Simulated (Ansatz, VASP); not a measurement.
**SiO2: VASP beside Ansatz**

The input INCAR:

```
SYSTEM = SiO2
ALGO = Normal
EDIFF = 1E-7
ENCUT = 520
GGA = PE
ISIF = 2
ISMEAR = 0
LASPH = .True.
LCHARG = .False.
LREAL = .False.
LWAVE = .False.
NBANDS = 25
NELM = 80
PREC = Accurate
SIGMA = 0.05
```

Contents of KPOINTS:

```
k-points
0
Gamma
  6 6 6
  0 0 0
```

POSCAR

```
SiO2
1.0
   -2.5133692696      2.5133692696      3.6893906705
    2.5133692696     -2.5133692696      3.6893906705
    2.5133692696      2.5133692696     -3.6893906705
Si O
2 4
Direct
    0.0000000000      0.0000000000      0.0000000000
    0.7500000000      0.2500000000      0.5000000000
    0.9371708381      0.6250000000      0.8121708381
    0.3750000000      0.1871708381      0.3121708381
    0.8128291619      0.1250000000      0.1878291619
    0.8750000000      0.0628291619      0.6878291619
```

Input for Ansatz:

```yaml
crystal:
  lattice:
    - [-2.5133692696, 2.5133692696, 3.6893906705]
    - [2.5133692696, -2.5133692696, 3.6893906705]
    - [2.5133692696, 2.5133692696, -3.6893906705]
  atoms:
    - { symbol: Si, position: [0.0, 0.0, 0.0] }
    - { symbol: Si, position: [0.75, 0.25, 0.5] }
    - { symbol: O, position: [0.9371708381, 0.625, 0.8121708381] }
    - { symbol: O, position: [0.375, 0.1871708381, 0.3121708381] }
    - { symbol: O, position: [0.8128291619, 0.125, 0.1878291619] }
    - { symbol: O, position: [0.875, 0.0628291619, 0.6878291619] }
basis:
  ecutwfc: 420
kpoints:
  mp_grid: { grid: [6, 6, 6] }
hamiltonian:
  xc: pbe
scf:
  occupations: { method: gaussian, width: 0.05 }
output:
  forces: true
  stress: true
  eigenvalues: true
```

Change from the starting cell: mode 6 (300.7 1/cm) frozen in, largest displacement +0.150 Å.

Alike in both runs: task single point; functional PBE; k mesh 6 × 6 × 6; occupations gaussian, width 0.05 eV; no spin polarisation.

|  | VASP | Ansatz |
| --- | --- | --- |
| version | VASP 6.6.1 | Ansatz 0.2.0 |
| potentials or method | VASP PAW PBE potentials, release 64 (Si, O), cutoff 520 eV | scalar-relativistic, plane waves, PAW |
| valence electrons in the cell | 32 | 32 |

VASP gave:

```
gap on the k mesh at the Fermi level (eV)                     : 5.79
least direct gap on the mesh (eV)                             : 5.79
pressure (GPa)                                                : 9.6
traceless stress, the component that is largest in VASP (GPa) : -0.71
rms of the force components (eV/Å)                            : 0.246
```

Task: Which values does Ansatz return?

Result: gap on the k mesh at the Fermi level (eV): 5.79; least direct gap on the mesh (eV): 5.79; pressure (GPa): 9.5; traceless stress, the component that is largest in VASP (GPa): -0.73; rms of the force components (eV/Å): 0.248.

Atom by atom the forces differ by 0.002 eV/Å (rms over components).
